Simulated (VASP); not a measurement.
Crystal: SnTe.

```
CELL_PARAMETERS angstrom
0.00000 3.17172 3.17172
3.17172 0.00000 3.17172
3.17172 3.17172 0.00000
ATOMIC_POSITIONS crystal
Te 0.50000 0.50000 0.50000
Sn 0.00000 0.00000 0.00000
```

Base run:

```yaml
Program: VASP 6.6.1
Functional: RPBE
Potentials_or_basis: VASP PAW PBE potentials, release 64 (Te, Sn_d)
Cutoff: 520 eV
k_mesh: 7 × 7 × 7
Occupations: fermi-dirac, width 0.05 eV
Spin: no spin polarisation
```

Its results: pressure 2.7 GPa.

Problem. The run is repeated on the same cell with these changes: functional from RPBE to SVWN5; further incar settings from ALGO = Normal; EDIFF = 1e-07; NBANDS = 17 to ALGO = Normal; EDIFF = 1e-06; NBANDS = 17. What comes out?

Solution. Pressure -2.4 GPa.

Caveats: the PAW data sets were made with another functional, which shifts forces and pressure a little.
